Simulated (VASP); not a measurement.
**MgO: single point with BLYP**

Crystal: MgO.

```
Mg O
1.0
     3.30779    0.00000    0.00000
    -1.65389    2.86463    0.00000
     0.00000    0.00000    4.98288
Mg O
2 2
Direct
  0.33333 0.66667 0.00216
  0.66667 0.33333 0.50216
  0.33333 0.66667 0.40244
  0.66667 0.33333 0.90244
```

```
Program                : VASP 6.6.1
Task                   : single point
Functional             : BLYP
Potentials or basis    : VASP PAW PBE potentials, release 64 (Mg, O)
Cutoff                 : 520 eV
k mesh                 : 6 × 6 × 4
Occupations            : gaussian, width 0.01 eV
Spin                   : no spin polarisation
Dipole correction      : no
Further INCAR settings : ALGO = Normal; EDIFF = 1e-06; NBANDS = 16
```

| Quantity | Value |
| --- | --- |
| Pressure | 4.7 GPa |
| Largest force | 0.025 eV/Å |
| Band gap on the k mesh | 3.72 eV, direct |

Forces on the atoms (eV/Å):
```
Mg   0.000  0.000  0.025
Mg   0.000  0.000  0.025
O    0.000  0.000 -0.025
O    0.000  0.000 -0.025
```

Stress tensor (GPa, compression positive):
```
4.48 0.00 0.00
0.00 4.48 0.00
0.00 0.00 5.14
```

Levels at points of the mesh, in eV from the valence-band top:
| k point | band 6 | band 7 | band 8 | band 9 | band 10 | band 11 |
| --- | --- | --- | --- | --- | --- | --- |
| (0.00, 0.00, 0.00) | -0.45 | -0.45 | 0.00 | 3.72 | 8.65 | 10.57 |
| (0.50, 0.00, 0.00) | -1.31 | -0.81 | -0.52 | 8.03 | 8.31 | 9.44 |
| (0.00, 0.00, 0.50) | -0.62 | -0.62 | -0.62 | 6.19 | 6.19 | 13.37 |
| (0.50, 0.00, 0.50) | -0.94 | -0.71 | -0.71 | 7.64 | 7.64 | 10.98 |

Run time: 15 s on 1 thread of Intel(R) Xeon(R) 6975P-C (Granite Rapids), with other jobs on the host, peak memory 0.17 GiB.

Caveat: the PAW data sets were made with another functional, which shifts forces and pressure a little. As with any semilocal functional, this BLYP gap is likely too small.
